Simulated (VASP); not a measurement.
# CaF2 (Fm-3m) in VASP: a series of runs

The runs below take CaF2 through single point, relaxation of cell and atoms, with PBEsol.

Program: VASP 6.6.1. These are calculated values, not measurements. Logs are shortened: lines on timing, memory, paths and dates and some standing lists are left out, and cuts for length are marked.

## (1) The cell of the first run

It takes space group Fm-3m (No. 225, cubic). Conventional cell: a = 5.420 Å, b = 5.420 Å, c = 5.420 Å, α = 90.00°, β = 90.00°, γ = 90.00°. Within 3.1 Å of Ca (site symmetry m-3m) lie 8 F at 2.35 Å. F (site symmetry -43m) has 4 Ca at 2.35 Å and 6 F at 2.71 Å within 3.1 Å.

## (2) Single point, PBEsol

Contents of INCAR:

```
SYSTEM = CaF2
ALGO = Normal
EDIFF = 1E-6
ENCUT = 600
GGA = PS
GGA_COMPAT = .FALSE.
ISIF = 2
ISMEAR = 1
LASPH = .TRUE.
LCHARG = .FALSE.
LREAL = .FALSE.
LWAVE = .FALSE.
NBANDS = 19
NELM = 120
PREC = Accurate
SIGMA = 0.1
```

Contents of KPOINTS:

```
k-points
0
G
  7 7 7
  0 0 0
```

Contents of POSCAR:

```
CaF2
1.0
    0.0000000000      2.7102464627      2.7102464627
    2.7102464627      0.0000000000      2.7102464627
    2.7102464627      2.7102464627      0.0000000000
Ca F
1 2
Direct
    0.0000000000      0.0000000000      0.0000000000
    0.2500000000      0.2500000000      0.2500000000
    0.7500000000      0.7500000000      0.7500000000
```

Potentials or basis: VASP PAW PBE potentials, release 64 (Ca_sv, F).

Run with:

```console
> cat potpaw_PBE.64/Ca_sv/POTCAR potpaw_PBE.64/F/POTCAR > POTCAR
> mpirun -np 1 vasp_std > vasp.out
```

OUTCAR:

```text
SYSTEM = CaF2
   EDIFF = 1E-6
   ENCUT = 600
   GGA = PS
   ISIF = 2
   ISMEAR = 1
   LASPH = .TRUE.
   LREAL = .FALSE.
   NELM = 120
   PREC = Accurate

 ion  position               nearest neighbor table
   1  0.000  0.000  0.000-   2 2.35   3 2.35   3 2.35   3 2.35   3 2.35   2 2.35   2 2.35   2 2.35

   2  0.250  0.250  0.250-   1 2.35   1 2.35   1 2.35   1 2.35
   3  0.750  0.750  0.750-   1 2.35   1 2.35   1 2.35   1 2.35

  LATTYP: Found a face centered cubic cell.
 ALAT       =     5.4204929254

  Lattice vectors:

 A1 = (   0.0000000000,   2.7102464627,   2.7102464627)
 A2 = (   2.7102464627,   0.0000000000,   2.7102464627)
 A3 = (   2.7102464627,   2.7102464627,   0.0000000000)

Analysis of symmetry for initial positions (statically):
=====================================================================
 Subroutine PRICEL returns:
 Original cell was already a primitive cell.

 Routine SETGRP: Setting up the symmetry group for a
 face centered cubic supercell.

 Subroutine GETGRP returns: Found 48 space group operations
 (whereof 48 operations were pure point group operations)
 out of a pool of 48 trial point group operations.

The static configuration has the point symmetry O_h .

Analysis of symmetry for dynamics (positions and initial velocities):
=====================================================================
 Subroutine PRICEL returns:
 Original cell was already a primitive cell.

 Routine SETGRP: Setting up the symmetry group for a
 face centered cubic supercell.

 Subroutine GETGRP returns: Found 48 space group operations
 (whereof 48 operations were pure point group operations)
 out of a pool of 48 trial point group operations.

The dynamic configuration has the point symmetry O_h .

 Subroutine INISYM returns: Found 48 space group operations
 (whereof 48 operations are pure point group operations),
 and found     1 'primitive' translations

----------------------------------------------------------------------------------------

                                     Primitive cell

  volume of cell :      39.8159

  direct lattice vectors                    reciprocal lattice vectors
     0.000000000  2.710246463  2.710246463    -0.184485067  0.184485067  0.184485067
     2.710246463  0.000000000  2.710246463     0.184485067 -0.184485067  0.184485067
     2.710246463  2.710246463  0.000000000     0.184485067  0.184485067 -0.184485067

  length of vectors
     3.832867305  3.832867305  3.832867305     0.319537509  0.319537509  0.319537509

  position of ions in fractional coordinates (direct lattice)
     0.000000000  0.000000000  0.000000000
     0.250000000  0.250000000  0.250000000
     0.750000000  0.750000000  0.750000000

  ion indices of the primitive-cell ions
   primitive index   ion index
                 1           1
                 2           2
                 3           3

----------------------------------------------------------------------------------------

 KPOINTS: k-points

Automatic generation of k-mesh.
 Grid dimensions read from file:
 generate k-points for:    7    7    7

 Generating k-lattice:

  Cartesian coordinates                     Fractional coordinates (reciprocal lattice)
    -0.026355010  0.026355010  0.026355010     0.142857143  0.000000000  0.000000000
     0.026355010 -0.026355010  0.026355010     0.000000000  0.142857143  0.000000000
     0.026355010  0.026355010 -0.026355010     0.000000000  0.000000000  0.142857143

  Length of vectors
     0.045648216  0.045648216  0.045648216

  Shift w.r.t. Gamma in fractional coordinates (k-lattice)
     0.000000000  0.000000000  0.000000000

 Subroutine IBZKPT returns following result:
 ===========================================

 Found     20 irreducible k-points:

 Following reciprocal coordinates:
            Coordinates               Weight
  0.000000  0.000000  0.000000      1.000000
  0.142857  0.000000  0.000000      8.000000
  0.285714  0.000000  0.000000      8.000000
  0.428571  0.000000  0.000000      8.000000
  0.142857  0.142857  0.000000      6.000000
  0.285714  0.142857  0.000000     24.000000
[... 12 lines left out ...]
 -0.428571  0.428571  0.142857     24.000000
 -0.285714  0.428571  0.142857     24.000000
   k-points           NKPTS =     20   k-points in BZ     NKDIM =     20   number of bands    NBANDS=     19
   number of dos      NEDOS =    301   number of ions     NIONS =      3
   total plane-waves  NPLWV =  32768
   dimension x,y,z NGX =    32 NGY =   32 NGZ =   32
   dimension x,y,z NGXF=    64 NGYF=   64 NGZF=   64
   ions per type =               1   2
   NGX,Y,Z   is equivalent  to a cutoff of  13.88, 13.88, 13.88 a.u.
   NGXF,Y,Z  is equivalent  to a cutoff of  27.76, 27.76, 27.76 a.u.
 SYSTEM =  CaF2
   PREC   = accura    normal or accurate (medium, high low for compatibility)
   ISTART =      0    job   : 0-new  1-cont  2-samecut
   ICHARG =      2    charge: 1-file 2-atom 10-const
   ISPIN  =      1    spin polarized calculation?
   LNONCOLLINEAR =      F non collinear calculations
   LSORBIT =      F    spin-orbit coupling
   LASPH  =      T    aspherical Exc in radial PAW
   ENCUT  =  600.0 eV  44.10 Ry    6.64 a.u.   7.66  7.66  7.66*2*pi/ulx,y,z
   NELM   =    120;   NELMIN=  2; NELMDL= -5     # of ELM steps
   EDIFF  = 0.1E-05   stopping-criterion for ELM
   LREAL  =      F    real-space projection
   EDIFFG = 0.1E-04   stopping-criterion for IOM
   NSW    =      0    number of steps for IOM
   IBRION =     -1    ionic relax: 0-MD 1-quasi-New 2-CG
   NFREE  =      0    steps in history (QN), initial steepest desc. (CG)
   ISIF   =      2    stress and relaxation
   ISYM   =      2    0-nonsym 1-usesym 2-fastsym
   POTIM  = 0.5000    time-step for ionic-motion
   TEBEG  =    0.0;   TEEND  =   0.0 temperature during run
   PSTRESS=    0.0 pullay stress
   NELECT =      24.0000    total number of electrons
   NUPDOWN=      -1.0000    fix difference up-down
   EMIN   =  10.00;   EMAX   =-10.00  energy-range for DOS
   EFERMI =   0.00;   METHOD = LEGACY
   ISMEAR =     1;   SIGMA  =   0.10  broadening in eV -4-tet -1-fermi 0-gaus
   EFERMI_NEDOS =   21; number of points for ismear=-14 and -15
   IALGO  =     38    algorithm
   IMIX   =      4    mixing-type and parameters
     AMIX     =   0.40;   BMIX     =  1.00
     AMIX_MAG =   1.60;   BMIX_MAG =  1.00
  volume/ion in A,a.u.               =      13.27        89.56
  Fermi-wavevector in a.u.,A,eV,Ry     =   1.382907  2.613316 26.020232  1.912433
  Thomas-Fermi vector in A             =   2.507555
   LORBIT       =      0    0 simple, 1 ext, 2 COOP (PROOUT), +10 PAW based schemes
   GGA     = PS    functional components
   LHFCALC =     F    Hartree Fock is set to
   AEXX    =    0.0000 exact exchange contribution
   IVDW    =     0    specifies the selected vdW correction
   LEPSILON=     F    determine dielectric tensor
   LRPA    =     F    only Hartree local field effects (RPA)
 non-spin polarized calculation
 Methfessel and Paxton  Order N= 1 SIGMA  =   0.10
  energy-cutoff  :      600.00
  volume of cell :       39.82
 maximum number of plane-waves:      1363
   NGX = 15   NGY = 15   NGZ = 15

 number of electron      23.9999987 magnetization

 Free energy of the ion-electron system (eV)
  ---------------------------------------------------
  ext. energy  EPLUGINS =         0.00000000
  ---------------------------------------------------
  free energy    TOTEN  =       -17.90416288 eV

  energy without entropy =      -17.90509024  energy(sigma->0) =      -17.90447200

 E-fermi :  -0.9343     XC(G=0): -10.0163

 val. band max:       -0.9951835148   @ k =  -0.4286   0.4286   0.0000
 cond. band min:       6.2629925842   @ k =   0.0000   0.0000   0.0000
 fundamental gap:      7.2581760990
 Fermi energy:        -0.9342522156

 k-point     1 :       0.0000    0.0000    0.0000
  band No.  band energies     occupation
      1     -36.6640      2.00000
      2     -20.8429      2.00000
      3     -20.0171      2.00000
      4     -17.6886      2.00000
      5     -17.6886      2.00000
      6     -17.6886      2.00000
[... 11 lines left out ...]
     18      10.4436      0.00000
     19      15.9792      0.00000

 k-point     2 :       0.1429    0.0000    0.0000
  band No.  band energies     occupation
      1     -36.6565      2.00000
      2     -20.8964      2.00000
      3     -20.0738      2.00000
      4     -17.6977      2.00000
      5     -17.6977      2.00000
      6     -17.5945      2.00000
[... 11 lines left out ...]
     18      10.3878      0.00000
     19      15.0879      0.00000

 k-point     3 :       0.2857    0.0000    0.0000
  band No.  band energies     occupation
      1     -36.6397      2.00000
      2     -20.9723      2.00000
      3     -20.2507      2.00000
      4     -17.7181      2.00000
      5     -17.7181      2.00000
      6     -17.3718      2.00000
[... 11 lines left out ...]
     18      10.2629      0.00000
     19      13.6683      0.00000

 k-point     4 :       0.4286    0.0000    0.0000
  band No.  band energies     occupation
      1     -36.6261      2.00000
      2     -20.9833      2.00000
      3     -20.4424      2.00000
      4     -17.7343      2.00000
      5     -17.7343      2.00000
      6     -17.1869      2.00000
[... 11 lines left out ...]
     18      10.1635      0.00000
     19      12.9324      0.00000

 k-point     5 :       0.1429    0.1429    0.0000
  band No.  band energies     occupation
      1     -36.6540      2.00000
      2     -20.9201      2.00000
      3     -20.0813      2.00000
      4     -17.7114      2.00000
      5     -17.7114      2.00000
      6     -17.5471      2.00000
[... 11 lines left out ...]
     18      10.3524      0.00000
     19      15.5771      0.00000

 k-point     6 :       0.2857    0.1429    0.0000
  band No.  band energies     occupation
      1     -36.6403      2.00000
      2     -20.9914      2.00000
      3     -20.2116      2.00000
      4     -17.7346      2.00000
      5     -17.6989      2.00000
      6     -17.3923      2.00000
[... 11 lines left out ...]
     18      10.3188      0.00000
     19      14.5029      0.00000

 k-point     7 :       0.4286    0.1429    0.0000
  band No.  band energies     occupation
      1     -36.6257      2.00000
      2     -20.9907      2.00000
      3     -20.4436      2.00000
      4     -17.7498      2.00000
      5     -17.6535      2.00000
      6     -17.2453      2.00000
[... 11 lines left out ...]
     18      10.5998      0.00000
     19      13.4131      0.00000

 k-point     8 :      -0.4286    0.1429    0.0000
  band No.  band energies     occupation
      1     -36.6212      2.00000
      2     -20.9423      2.00000
      3     -20.5704      2.00000
      4     -17.7458      2.00000
      5     -17.6290      2.00000
      6     -17.2107      2.00000
[... 168 lines left out ...]
 k-point    16 :      -0.4286    0.4286    0.0000
  band No.  band energies     occupation
      1     -36.6112      2.00000
      2     -21.1326      2.00000
      3     -20.4521      2.00000
      4     -17.8007      2.00000
      5     -17.7129      2.00000
      6     -17.0323      2.00000
[... 11 lines left out ...]
     18      12.9585      0.00000
     19      13.7686      0.00000

 k-point    17 :       0.4286    0.2857    0.1429
  band No.  band energies     occupation
      1     -36.6277      2.00000
      2     -21.0171      2.00000
      3     -20.3781      2.00000
      4     -17.7512      2.00000
      5     -17.6384      2.00000
      6     -17.2912      2.00000
[... 11 lines left out ...]
     18      10.5904      0.00000
     19      14.4404      0.00000

 k-point    18 :      -0.4286    0.2857    0.1429
  band No.  band energies     occupation
      1     -36.6176      2.00000
      2     -20.9332      2.00000
      3     -20.6327      2.00000
      4     -17.7711      2.00000
      5     -17.5050      2.00000
      6     -17.2677      2.00000
[... 11 lines left out ...]
     18      11.6281      0.00000
     19      13.7455      0.00000

 k-point    19 :      -0.4286    0.4286    0.1429
  band No.  band energies     occupation
      1     -36.6131      2.00000
      2     -21.0623      2.00000
      3     -20.5266      2.00000
      4     -17.8028      2.00000
      5     -17.6116      2.00000
      6     -17.1210      2.00000
[... 11 lines left out ...]
     18      12.2533      0.00000
     19      14.5843      0.00000

 k-point    20 :      -0.2857    0.4286    0.1429
  band No.  band energies     occupation
      1     -36.6120      2.00000
      2     -20.8896      2.00000
      3     -20.7536      2.00000
      4     -17.7998      2.00000
      5     -17.4220      2.00000
      6     -17.2623      2.00000
[... 11 lines left out ...]
     18      13.0930      0.00000
     19      14.4363      0.00000

------------------------ aborting loop because EDIFF is reached ----------------------------------------

  FORCE on cell =-STRESS in cart. coord.  units (eV):
  Direction    XX          YY          ZZ          XY          YZ          ZX
  --------------------------------------------------------------------------------------
  -------------------------------------------------------------------------------------
  Total        0.0680058      0.0680058      0.0680058      0.0000000      0.0000000      0.0000000
  in kB        2.7365307      2.7365307      2.7365307      0.0000000      0.0000000      0.0000000
  external PRESSURE =       2.7365307 kB  Pullay stress =       0.0000000 kB

 VOLUME and BASIS-vectors are now :
 -----------------------------------------------------------------------------
  energy-cutoff  :      600.00
  volume of cell :       39.82
      direct lattice vectors                 reciprocal lattice vectors
     0.000000000  2.710246463  2.710246463    -0.184485067  0.184485067  0.184485067
     2.710246463  0.000000000  2.710246463     0.184485067 -0.184485067  0.184485067
     2.710246463  2.710246463  0.000000000     0.184485067  0.184485067 -0.184485067

 POSITION                                       TOTAL-FORCE (eV/Angst)
 -----------------------------------------------------------------------------------
      0.00000      0.00000      0.00000         0.000000      0.000000     -0.000000
      1.35512      1.35512      1.35512        -0.000000      0.000000      0.000000
      4.06537      4.06537      4.06537         0.000000     -0.000000     -0.000000
 -----------------------------------------------------------------------------------
    total drift:                                0.000000     -0.000000      0.000000

  FREE ENERGIE OF THE ION-ELECTRON SYSTEM (eV)
  ---------------------------------------------------
  free  energy   TOTEN  =       -17.9041628765 eV

  energy  without entropy=      -17.9050902362  energy(sigma->0) =      -17.90447200
```

It took 11 s on 1 thread of Intel Xeon Platinum 8559C (Emerald Rapids), shared host; peak memory 0.18 GiB.

Results:

```
Free energy            : -17.9042 eV
Pressure               : 0.3 GPa
Band gap on the k mesh : 7.26 eV (least direct gap 7.49 eV)
```

Caveat: the PAW data sets were made with another functional, which shifts forces and pressure a little; an odd mesh through Γ misses points on the zone boundary, where band edges can lie.

## (3) Relaxation of cell and atoms, PBEsol

This run uses another cell than the first one, of 13.58 Å³/atom.

Contents of INCAR:

```
SYSTEM = CaF2
PREC = Accurate
ENCUT = 600
EDIFF = 1E-7
ISMEAR = 1
SIGMA = 0.1
LREAL = .FALSE.
LASPH = .TRUE.
NELM = 120
ALGO = Normal
ISIF = 3
LWAVE = .FALSE.
LCHARG = .FALSE.
GGA = PS
IBRION = 2
NSW = 80
EDIFFG = -0.01
GGA_COMPAT = .FALSE.
NELMIN = 4
```

Contents of KPOINTS:

```
regular mesh
0
G
  7 7 7
  0 0 0
```

Contents of POSCAR:

```
CaF2
1.0
    0.0000000000      2.7310000000      2.7310000000
    2.7310000000      0.0000000000      2.7310000000
    2.7310000000      2.7310000000      0.0000000000
Ca F
1 2
Direct
    0.0000000000      0.0000000000      0.0000000000
    0.2500000000      0.2500000000      0.2500000000
    0.7500000000      0.7500000000      0.7500000000
```

Potentials or basis: VASP PAW PBE potentials, release 64 (Ca_sv, F).

Run with:

```console
> cat potpaw_PBE.64/Ca_sv/POTCAR potpaw_PBE.64/F/POTCAR > POTCAR
> mpirun -np 1 vasp_std > vasp.out
```

Run time: 17 s. Hardware: 1 thread of Intel Xeon Platinum 8559C (Emerald Rapids), shared host; peak memory 0.19 GiB.

The run converged. Its results:

| Quantity | Value |
| --- | --- |
| Free energy | -17.9067 eV |
| Relaxed volume | 13.30 Å³/atom |
| Relaxed cell | a = 3.835 Å, b = 3.835 Å, c = 3.835 Å, α = 60.00°, β = 60.00°, γ = 60.00° |
| Space group after relaxing (to 0.1 Å) | Fm-3m (No. 225) |
| Energy gained by relaxing | 1.5 meV/atom |
| Ionic steps | 2 |
| Pressure after relaxing | 0.0 GPa |
| Band gap on the k mesh | 7.25 eV (least direct gap 7.48 eV) |

The path:
| step | energy change (eV) | largest force (eV/Å) | pressure (GPa) | volume (Å³) |
| --- | --- | --- | --- | --- |
| 1 | 0.0000 | 0.0000 | -1.70 | 40.74 |
| 2 | -0.0045 | 0.0000 | 0.03 | 39.89 |

Final structure:
```cif
data_structure
_symmetry_space_group_name_H-M 'P 1'
_symmetry_Int_Tables_number 1
_cell_length_a 3.8354
_cell_length_b 3.8354
_cell_length_c 3.8354
_cell_angle_alpha 60.000
_cell_angle_beta 60.000
_cell_angle_gamma 60.000
_cell_volume 39.89
loop_
_atom_site_label
_atom_site_type_symbol
_atom_site_fract_x
_atom_site_fract_y
_atom_site_fract_z
_atom_site_occupancy
Ca1 Ca 0.00000 0.00000 0.00000 1
F1 F 0.25000 0.25000 0.25000 1
F2 F 0.75000 0.75000 0.75000 1
```

Levels at points of the mesh, in eV from the valence-band top:
| k point | band 8 | band 9 | band 10 | band 11 | band 12 | band 13 | band 14 | band 15 | band 16 |
| --- | --- | --- | --- | --- | --- | --- | --- | --- | --- |
| (0.00, 0.00, 0.00) | -2.18 | -2.18 | -0.23 | -0.23 | -0.23 | 7.25 | 9.23 | 9.23 | 11.42 |

Caveat: the PAW data sets were made with another functional, which shifts forces and pressure a little; an odd mesh through Γ misses points on the zone boundary, where band edges can lie. Expect the measured gap to be larger: semilocal functionals such as PBEsol lack the derivative discontinuity.
